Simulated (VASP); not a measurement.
Wanted: the native input for a VASP 6.6.1 run.

| Property | Result |
| --- | --- |
| Task | single point |
| Functional | PBE |
| Potentials or basis | VASP PAW PBE potentials, release 64 (Ge_d, Pt) |
| Cutoff | 520 eV |
| k mesh | 6 × 6 × 4 |
| Occupations | gaussian, width 0.1 eV |
| Spin | no spin polarisation |
| Dipole correction | no |
| Further INCAR settings | ALGO = Normal; EDIFF = 1e-07; NBANDS = 49 |

The structure of Ge5Pt lies in POSCAR:

```
Ge5Pt
1.0
    5.3904144600      0.0000000000      0.0000000000
   -2.6952072300      4.6682358600      0.0000000000
    0.0000000000      0.0000000000      4.3524442100
Ge Pt
5 1
Direct
    0.3333333300      0.6666666700      0.0000000000
    0.6666666700      0.3333333300      0.0000000000
    0.5000000000      0.0000000000      0.5000000000
    0.5000000000      0.5000000000      0.5000000000
    0.0000000000      0.5000000000      0.5000000000
    0.0000000000      0.0000000000      0.0000000000
```

One way to write it, as run:

INCAR

```
SYSTEM = Ge5Pt
PREC = Accurate
ENCUT = 520
EDIFF = 1E-7
ISMEAR = 0
SIGMA = 0.1
LREAL = .False.
LASPH = .True.
NELM = 60
ALGO = Normal
ISIF = 2
LWAVE = .False.
LCHARG = .False.
GGA = PE
NBANDS = 49
```

KPOINTS

```
regular mesh
0
Gamma
  6 6 4
  0 0 0
```

Potentials or basis: VASP PAW PBE potentials, release 64 (Ge_d, Pt).

Command:

```console
$ cat potpaw_PBE.64/Ge_d/POTCAR potpaw_PBE.64/Pt/POTCAR > POTCAR
$ mpirun -np 1 vasp_std > vasp.out
```

It gave:

The pressure is 9.7 GPa and the band gap on the k mesh is zero (band 40 reaches 8.22 eV, above the bottom of band 41 at 6.86 eV).

Caveat: the k points lie up to 0.36 Å⁻¹ apart; spin-orbit coupling is left out, which moves the levels of the heavy elements.

It took 120 s on 1 thread of Intel(R) Xeon(R) Platinum 8488C (Sapphire Rapids) (shared host), peak memory 0.26 GiB.
